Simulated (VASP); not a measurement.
# Au (Fd-3m) in VASP: a series of runs

The runs below take Au through single point, with PBEsol.

Program: VASP 6.6.1. These are calculated values, not measurements. Logs are shortened: lines on timing, memory, paths and dates and some standing lists are left out, and cuts for length are marked.

### 1 The cell of the first run

The structure is cubic, space group Fd-3m (No. 227). The conventional cell has a = 5.773 Å, b = 5.773 Å, c = 5.773 Å, α = 90.00°, β = 90.00°, γ = 90.00°. Au (site symmetry -43m) has 4 Au at 2.50 Å within 3.3 Å.

### 2 Single point, PBEsol (volume scaled by 0.88)

File INCAR:

```
PREC = Accurate
ENCUT = 520
EDIFF = 1E-7
ISMEAR = -1
SIGMA = 0.1
LREAL = F
LASPH = T
NELM = 80
ALGO = Normal
ISIF = 2
LWAVE = F
LCHARG = F
GGA = PS
NBANDS = 18
```

File KPOINTS:

```
Automatic mesh
0
Gamma
  10 10 10
```

File POSCAR:

```
Au
1.0
    0.0000000000      2.8863516756      2.8863516756
    2.8863516756      0.0000000000      2.8863516756
    2.8863516756      2.8863516756      0.0000000000
Au
2
Direct
    0.1250000000      0.1250000000      0.1250000000
    0.8750000000      0.8750000000      0.8750000000
```

Potentials or basis: VASP PAW PBE potentials, release 64 (Au).

On the command line:

```console
> cat potpaw_PBE.64/Au/POTCAR > POTCAR
> mpirun -np 1 vasp_std > vasp.out
```

OUTCAR:

```text
PREC = Accurate
   ENCUT = 520
   EDIFF = 1E-7
   ISMEAR = -1
   LREAL = F
   LASPH = T
   NELM = 80
   ISIF = 2
   GGA = PS

 ion  position               nearest neighbor table
   1  0.125  0.125  0.125-   2 2.50   2 2.50   2 2.50   2 2.50
   2  0.875  0.875  0.875-   1 2.50   1 2.50   1 2.50   1 2.50

  LATTYP: Found a face centered cubic cell.
 ALAT       =     5.7727033512

  Lattice vectors:

 A1 = (   0.0000000000,   2.8863516756,   2.8863516756)
 A2 = (   2.8863516756,   0.0000000000,   2.8863516756)
 A3 = (   2.8863516756,   2.8863516756,   0.0000000000)

Analysis of symmetry for initial positions (statically):
=====================================================================
 Subroutine PRICEL returns:
 Original cell was already a primitive cell.

 Routine SETGRP: Setting up the symmetry group for a
 face centered cubic supercell.

 Subroutine GETGRP returns: Found 48 space group operations
 (whereof 12 operations were pure point group operations)
 out of a pool of 48 trial point group operations.

The static configuration has the point symmetry D_3d.
 The point group associated with its full space group is O_h .

Analysis of symmetry for dynamics (positions and initial velocities):
=====================================================================
 Subroutine PRICEL returns:
 Original cell was already a primitive cell.

 Routine SETGRP: Setting up the symmetry group for a
 face centered cubic supercell.

 Subroutine GETGRP returns: Found 48 space group operations
 (whereof 12 operations were pure point group operations)
 out of a pool of 48 trial point group operations.

The dynamic configuration has the point symmetry D_3d.
 The point group associated with its full space group is O_h .

 Subroutine INISYM returns: Found 48 space group operations
 (whereof 12 operations are pure point group operations),
 and found     1 'primitive' translations

----------------------------------------------------------------------------------------

                                     Primitive cell

  volume of cell :      48.0925

  direct lattice vectors                    reciprocal lattice vectors
     0.000000000  2.886351676  2.886351676    -0.173229064  0.173229064  0.173229064
     2.886351676  0.000000000  2.886351676     0.173229064 -0.173229064  0.173229064
     2.886351676  2.886351676  0.000000000     0.173229064  0.173229064 -0.173229064

  length of vectors
     4.081917685  4.081917685  4.081917685     0.300041541  0.300041541  0.300041541

  position of ions in fractional coordinates (direct lattice)
     0.125000000  0.125000000  0.125000000
     0.875000000  0.875000000  0.875000000

  ion indices of the primitive-cell ions
   primitive index   ion index
                 1           1
                 2           2

----------------------------------------------------------------------------------------

 KPOINTS: Automatic mesh

Automatic generation of k-mesh.
 Grid dimensions read from file:
 generate k-points for:   10   10   10

 Generating k-lattice:

  Cartesian coordinates                     Fractional coordinates (reciprocal lattice)
    -0.017322906  0.017322906  0.017322906     0.100000000  0.000000000  0.000000000
     0.017322906 -0.017322906  0.017322906     0.000000000  0.100000000  0.000000000
     0.017322906  0.017322906 -0.017322906     0.000000000  0.000000000  0.100000000

  Length of vectors
     0.030004154  0.030004154  0.030004154

  Shift w.r.t. Gamma in fractional coordinates (k-lattice)
     0.000000000  0.000000000  0.000000000

 Subroutine IBZKPT returns following result:
 ===========================================

 Found     47 irreducible k-points:

 Following reciprocal coordinates:
            Coordinates               Weight
  0.000000  0.000000  0.000000      1.000000
  0.100000  0.000000  0.000000      8.000000
  0.200000  0.000000  0.000000      8.000000
  0.300000  0.000000  0.000000      8.000000
  0.400000  0.000000  0.000000      8.000000
  0.500000  0.000000  0.000000      4.000000
[... 16 lines left out ...]
  0.300000  0.300000  0.000000      6.000000
  0.400000  0.300000  0.000000     24.000000
 [... further k-points ...]
   k-points           NKPTS =     47   k-points in BZ     NKDIM =     47   number of bands    NBANDS=     18
   number of dos      NEDOS =    301   number of ions     NIONS =      2
   total plane-waves  NPLWV =  27000
   dimension x,y,z NGX =    30 NGY =   30 NGZ =   30
   dimension x,y,z NGXF=    60 NGYF=   60 NGZF=   60
   ions per type =               2
   NGX,Y,Z   is equivalent  to a cutoff of  12.22, 12.22, 12.22 a.u.
   NGXF,Y,Z  is equivalent  to a cutoff of  24.44, 24.44, 24.44 a.u.
 SYSTEM =  unknown system
   PREC   = accura    normal or accurate (medium, high low for compatibility)
   ISTART =      0    job   : 0-new  1-cont  2-samecut
   ICHARG =      2    charge: 1-file 2-atom 10-const
   ISPIN  =      1    spin polarized calculation?
   LNONCOLLINEAR =      F non collinear calculations
   LSORBIT =      F    spin-orbit coupling
   LASPH  =      T    aspherical Exc in radial PAW
   ENCUT  =  520.0 eV  38.22 Ry    6.18 a.u.   7.59  7.59  7.59*2*pi/ulx,y,z
   NELM   =     80;   NELMIN=  2; NELMDL= -5     # of ELM steps
   EDIFF  = 0.1E-06   stopping-criterion for ELM
   LREAL  =      F    real-space projection
   EDIFFG = 0.1E-05   stopping-criterion for IOM
   NSW    =      0    number of steps for IOM
   IBRION =     -1    ionic relax: 0-MD 1-quasi-New 2-CG
   NFREE  =      0    steps in history (QN), initial steepest desc. (CG)
   ISIF   =      2    stress and relaxation
   ISYM   =      2    0-nonsym 1-usesym 2-fastsym
   POTIM  = 0.5000    time-step for ionic-motion
   TEBEG  =    0.0;   TEEND  =   0.0 temperature during run
   PSTRESS=    0.0 pullay stress
   NELECT =      22.0000    total number of electrons
   NUPDOWN=      -1.0000    fix difference up-down
   EMIN   =  10.00;   EMAX   =-10.00  energy-range for DOS
   EFERMI =   0.00;   METHOD = LEGACY
   ISMEAR =    -1;   SIGMA  =   0.10  broadening in eV -4-tet -1-fermi 0-gaus
   EFERMI_NEDOS =   21; number of points for ismear=-14 and -15
   IALGO  =     38    algorithm
   IMIX   =      4    mixing-type and parameters
     AMIX     =   0.40;   BMIX     =  1.00
     AMIX_MAG =   1.60;   BMIX_MAG =  1.00
  volume/ion in A,a.u.               =      24.05       162.27
  Fermi-wavevector in a.u.,A,eV,Ry     =   1.261411  2.383720 21.649002  1.591157
  Thomas-Fermi vector in A             =   2.394871
   LORBIT       =      0    0 simple, 1 ext, 2 COOP (PROOUT), +10 PAW based schemes
   GGA     = PS    functional components
   LHFCALC =     F    Hartree Fock is set to
   AEXX    =    0.0000 exact exchange contribution
   IVDW    =     0    specifies the selected vdW correction
   LEPSILON=     F    determine dielectric tensor
   LRPA    =     F    only Hartree local field effects (RPA)
 non-spin polarized calculation
  energy-cutoff  :      520.00
  volume of cell :       48.09
 maximum number of plane-waves:      1308
   NGX = 15   NGY = 15   NGZ = 15

 number of electron      22.0000007 magnetization

 Free energy of the ion-electron system (eV)
  ---------------------------------------------------
  ext. energy  EPLUGINS =         0.00000000
  ---------------------------------------------------
  free energy    TOTEN  =        -5.75955166 eV

  energy without entropy =       -5.73261800  energy(sigma->0) =       -5.74608483

 E-fermi :   4.6308     XC(G=0): -10.5537

 val. band max:        4.5828763733   @ k =   0.5000   0.1000   0.0000
 cond. band min:       4.7527795560   @ k =  -0.4000   0.2000   0.0000
 fundamental gap:      0.1699031827
 Fermi energy:         4.6308283957

 k-point     1 :       0.0000    0.0000    0.0000
  band No.  band energies     occupation
      1      -2.6493      2.00000
      2      -0.4457      2.00000
      3      -0.4457      2.00000
      4      -0.3830      2.00000
      5      -0.3830      2.00000
      6      -0.3830      2.00000
[... 10 lines left out ...]
     17      16.4070      0.00000
     18      16.4070      0.00000

 k-point     2 :       0.1000    0.0000    0.0000
  band No.  band energies     occupation
      1      -2.5085      2.00000
      2      -0.5893      2.00000
      3      -0.5893      2.00000
      4      -0.3940      2.00000
      5      -0.1961      2.00000
      6      -0.1961      2.00000
[... 10 lines left out ...]
     17      17.1603      0.00000
     18      17.1622      0.00000

 k-point     3 :       0.2000    0.0000    0.0000
  band No.  band energies     occupation
      1      -2.1192      2.00000
      2      -0.6764      2.00000
      3      -0.6764      2.00000
      4      -0.4208      2.00000
      5      -0.0184      2.00000
      6      -0.0184      2.00000
[... 10 lines left out ...]
     17      17.1101      0.00000
     18      17.4640      0.00000

 k-point     4 :       0.3000    0.0000    0.0000
  band No.  band energies     occupation
      1      -1.6014      2.00000
      2      -0.6698      2.00000
      3      -0.6698      2.00000
      4      -0.4527      2.00000
      5       0.0300      2.00000
      6       0.0300      2.00000
[... 375 lines left out ...]
      4      -0.4064      2.00000
      5      -0.1208      2.00000
      6       0.4517      2.00000
[... 10 lines left out ...]
     17      16.8371      0.00000
     18      17.9752      0.00000

 k-point    23 :       0.3000    0.3000    0.0000
  band No.  band energies     occupation
      1      -1.1328      2.00000
      2      -1.0765      2.00000
      3      -0.4639      2.00000
      4      -0.4639      2.00000
      5       0.2681      2.00000
      6       0.4508      2.00000
[... 10 lines left out ...]
     17      20.3595      0.00000
     18      20.3595      0.00000

 k-point    24 :       0.4000    0.3000    0.0000
  band No.  band energies     occupation
      1      -1.0638      2.00000
      2      -0.7569      2.00000
      3      -0.5501      2.00000
      4      -0.4964      2.00000
      5       0.4029      2.00000
      6       0.4738      2.00000
[... 10 lines left out ...]
     17      20.4246      0.00000
     18      20.9577      0.00000

 [... further k-points ...]
[... 5 lines left out ...]
  --------------------------------------------------------------------------------------
  -------------------------------------------------------------------------------------
  Total        3.7829504      3.7829504      3.7829504      0.0000000      0.0000000     -0.0000000
  in kB      126.0269716    126.0269716    126.0269716      0.0000000      0.0000000     -0.0000000
  external PRESSURE =     126.0269716 kB  Pullay stress =       0.0000000 kB

 VOLUME and BASIS-vectors are now :
 -----------------------------------------------------------------------------
  energy-cutoff  :      520.00
  volume of cell :       48.09
      direct lattice vectors                 reciprocal lattice vectors
     0.000000000  2.886351676  2.886351676    -0.173229064  0.173229064  0.173229064
     2.886351676  0.000000000  2.886351676     0.173229064 -0.173229064  0.173229064
     2.886351676  2.886351676  0.000000000     0.173229064  0.173229064 -0.173229064

 POSITION                                       TOTAL-FORCE (eV/Angst)
 -----------------------------------------------------------------------------------
      0.72159      0.72159      0.72159         0.000000     -0.000000     -0.000000
      5.05112      5.05112      5.05112        -0.000000      0.000000      0.000000
 -----------------------------------------------------------------------------------
    total drift:                               -0.000000      0.000000      0.000000

  FREE ENERGIE OF THE ION-ELECTRON SYSTEM (eV)
  ---------------------------------------------------
  free  energy   TOTEN  =        -5.7595516643 eV

  energy  without entropy=       -5.7326180013  energy(sigma->0) =       -5.74608483
```

Run time: 13 s. Hardware: 1 thread of Intel Xeon 6975P-C (Granite Rapids), shared host; peak memory 0.18 GiB.

What came out:

```
Free energy            : -5.7596 eV
Pressure               : 12.6 GPa
Band gap on the k mesh : zero (band 11 reaches 5.01 eV, above the bottom of band 12 at 4.35 eV)
```

Caveat: the PAW data sets were made with another functional, which shifts forces and pressure a little; spin-orbit coupling is left out, which moves the levels of the heavy elements.

### 3 Single point, PBEsol (volume scaled by 0.92)

File INCAR:

```
SYSTEM = Au
ALGO = Normal ; EDIFF = 1E-6
ENCUT = 520 ; GGA = PS
ISIF = 2 ; ISMEAR = -1
LASPH = .True. ; LCHARG = .False.
LREAL = .False. ; LWAVE = .False.
NBANDS = 18 ; NELM = 80
PREC = Accurate ; SIGMA = 0.1
```

File KPOINTS:

```
k-points
0
Gamma
  10 10 10
  0 0 0
```

File POSCAR:

```
Au
1.0
    0.0000000000      2.9294379036      2.9294379036
    2.9294379036      0.0000000000      2.9294379036
    2.9294379036      2.9294379036      0.0000000000
Au
2
Direct
    0.1250000000      0.1250000000      0.1250000000
    0.8750000000      0.8750000000      0.8750000000
```

Potentials or basis: VASP PAW PBE potentials, release 64 (Au).

On the command line:

```console
> cat potpaw_PBE.64/Au/POTCAR > POTCAR
> mpirun -np 1 vasp_std > vasp.out
```

OUTCAR:

```text
SYSTEM = Au
   EDIFF = 1E-6
   ENCUT = 520
   GGA = PS
   ISIF = 2
   ISMEAR = -1
   LASPH = .True.
   LREAL = .False.
   NELM = 80
   PREC = Accurate

 ion  position               nearest neighbor table
   1  0.125  0.125  0.125-   2 2.54   2 2.54   2 2.54   2 2.54
   2  0.875  0.875  0.875-   1 2.54   1 2.54   1 2.54   1 2.54

  LATTYP: Found a face centered cubic cell.
 ALAT       =     5.8588758072

  Lattice vectors:

 A1 = (   0.0000000000,   2.9294379036,   2.9294379036)
 A2 = (   2.9294379036,   0.0000000000,   2.9294379036)
 A3 = (   2.9294379036,   2.9294379036,   0.0000000000)

[... 671 lines left out ...]
      5       0.1287      2.00000
      6       0.1778      2.00000
[... 10 lines left out ...]
     17      19.5952      0.00000
     18      20.1780      0.00000

 [... further k-points ...]
[... 5 lines left out ...]
  --------------------------------------------------------------------------------------
  -------------------------------------------------------------------------------------
  Total        2.2694233      2.2694233      2.2694233     -0.0000000      0.0000000      0.0000000
  in kB       72.3174678     72.3174678     72.3174678     -0.0000000      0.0000000      0.0000000
  external PRESSURE =      72.3174678 kB  Pullay stress =       0.0000000 kB

 VOLUME and BASIS-vectors are now :
 -----------------------------------------------------------------------------
  energy-cutoff  :      520.00
  volume of cell :       50.28
      direct lattice vectors                 reciprocal lattice vectors
     0.000000000  2.929437904  2.929437904    -0.170681208  0.170681208  0.170681208
     2.929437904  0.000000000  2.929437904     0.170681208 -0.170681208  0.170681208
     2.929437904  2.929437904  0.000000000     0.170681208  0.170681208 -0.170681208

 POSITION                                       TOTAL-FORCE (eV/Angst)
 -----------------------------------------------------------------------------------
      0.73236      0.73236      0.73236        -0.000000      0.000000     -0.000000
      5.12652      5.12652      5.12652         0.000000     -0.000000      0.000000
 -----------------------------------------------------------------------------------
    total drift:                                0.000000      0.000000     -0.000000

  FREE ENERGIE OF THE ION-ELECTRON SYSTEM (eV)
  ---------------------------------------------------
  free  energy   TOTEN  =        -5.8944461235 eV

  energy  without entropy=       -5.8685880255  energy(sigma->0) =       -5.88151707
```

OSZICAR:

```text
N       E                     dE             d eps       ncg     rms          rms(c)
DAV:   1     0.112229112534E+03    0.11223E+03   -0.11047E+04  1692   0.112E+03
DAV:   2    -0.421401615691E+01   -0.11644E+03   -0.11071E+03  1802   0.234E+02
DAV:   3    -0.647081740498E+01   -0.22568E+01   -0.22421E+01  2020   0.324E+01
DAV:   4    -0.648447331792E+01   -0.13656E-01   -0.13654E-01  1888   0.265E+00
DAV:   5    -0.648467232325E+01   -0.19901E-03   -0.19900E-03  1974   0.337E-01    0.124E+01
DAV:   6    -0.592557048538E+01    0.55910E+00   -0.16522E+00  1854   0.977E+00    0.852E+00
DAV:   7    -0.590127987566E+01    0.24291E-01   -0.35125E-02  1876   0.134E+00    0.427E+00
DAV:   8    -0.589440913755E+01    0.68707E-02   -0.24182E-03  1798   0.345E-01    0.744E-02
DAV:   9    -0.589443528926E+01   -0.26152E-04   -0.49271E-05  1998   0.492E-02    0.302E-02
DAV:  10    -0.589444625777E+01   -0.10969E-04   -0.12341E-05  1876   0.269E-02    0.446E-03
DAV:  11    -0.589444612350E+01    0.13427E-06   -0.29366E-07  1096   0.437E-03
   1 F= -.58944461E+01 E0= -.58815171E+01  d E =-.258581E-01
```

stdout:

```text
POSCAR found type information on POSCAR Au
 POSCAR found :  1 types and       2 ions
 scaLAPACK will be used
 -----------------------------------------------------------------------------
|                                                                             |
|                                                                             |
|     You enforced a specific xc type in the INCAR file but a different       |
|     I HOPE YOU KNOW WHAT YOU ARE DOING!                                     |
|                                                                             |
 -----------------------------------------------------------------------------

 LDA part: xc-table for (Slater+PW92), standard interpolation
 POSCAR, INCAR and KPOINTS ok, starting setup
 FFT: planning ... GRIDC
 FFT: planning ... GRID_SOFT
 FFT: planning ... GRID
 WAVECAR not read
 entering main loop
```

Wall time 11 s (1 thread of Intel Xeon 6975P-C (Granite Rapids), shared host); peak memory 0.18 GiB.

Results:

```yaml
Free_energy: -5.8944 eV
Pressure: 7.2 GPa
Band_gap_on_the_k_mesh: zero (band 11 reaches 4.46 eV, above the bottom of band 12 at 3.81 eV)
```

Caveat: the PAW data sets were made with another functional, which shifts forces and pressure a little; spin-orbit coupling is left out, which moves the levels of the heavy elements.

### 4 Single point, PBEsol (volume scaled by 0.96)

File INCAR:

```
SYSTEM = Au
  ALGO = Normal
  EDIFF = 1E-7
  ENCUT = 520
  GGA = PS
  ISIF = 2
  ISMEAR = -1
  LASPH = .True.
  LCHARG = .True.
  LELF = .True.
  LREAL = .False.
  LVHAR = .True.
  LWAVE = .False.
  NBANDS = 18
  NELM = 100
  PREC = Accurate
  SIGMA = 0.1
```

KPOINTS is that of step 3.

File POSCAR:

```
Au
1.0
    0.0000000000      2.9712926713      2.9712926713
    2.9712926713      0.0000000000      2.9712926713
    2.9712926713      2.9712926713      0.0000000000
Au
2
Direct
    0.1250000000      0.1250000000      0.1250000000
    0.8750000000      0.8750000000      0.8750000000
```

On the command line:

```console
> cat potpaw_PBE.64/Au/POTCAR > POTCAR
> mpirun -np 1 vasp_std > vasp.out
```

Wall time 13 s (1 thread of Intel Xeon 6975P-C (Granite Rapids), shared host); peak memory 0.18 GiB.

Results (log left out):

```yaml
Free_energy: -5.9648 eV
Pressure: 3.1 GPa
Band_gap_on_the_k_mesh: zero (band 11 reaches 3.97 eV, above the bottom of band 12 at 3.33 eV)
```

Levels at points of the mesh, in eV from the Fermi level:
| k point | band 7 | band 8 | band 9 | band 10 | band 11 | band 12 | band 13 | band 14 | band 15 | band 16 |
| --- | --- | --- | --- | --- | --- | --- | --- | --- | --- | --- |
| (0.00, 0.00, 0.00) | -2.47 | -2.47 | -2.47 | -1.24 | -1.24 | 9.27 | 9.99 | 10.18 | 10.18 | 10.18 |
| (0.50, 0.00, 0.00) | -2.16 | -2.16 | -1.43 | -1.43 | -1.21 | -0.31 | 7.06 | 7.06 | 9.51 | 9.75 |
| (0.50, 0.50, 0.00) | -2.99 | -2.99 | -1.23 | -1.23 | 0.32 | 0.32 | 3.66 | 3.66 | 8.30 | 8.30 |

Caveat: the PAW data sets were made with another functional, which shifts forces and pressure a little; spin-orbit coupling is left out, which moves the levels of the heavy elements.

### 5 The runs side by side

```csv
cell,gap on the mesh (eV),pressure (GPa)
"a = 4.082 Å, angles 60.0°, 2 atoms",none,12.6
"a = 4.143 Å, angles 60.0°, 2 atoms",none,7.2
"a = 4.202 Å, angles 60.0°, 2 atoms",none,3.1
```

Alike in all rows: task single point; level PBEsol; potentials or basis VASP PAW PBE potentials, release 64 (Au); no spin polarisation; k mesh 10 × 10 × 10; cutoff (eV) 520; smearing fermi-dirac 0.1 eV.

Caveats: the PAW data sets were made with another functional, which shifts forces and pressure a little; spin-orbit coupling is left out, which moves the levels of the heavy elements.

Total energies depend on the potentials used, so only differences within one code and one set of settings carry meaning.
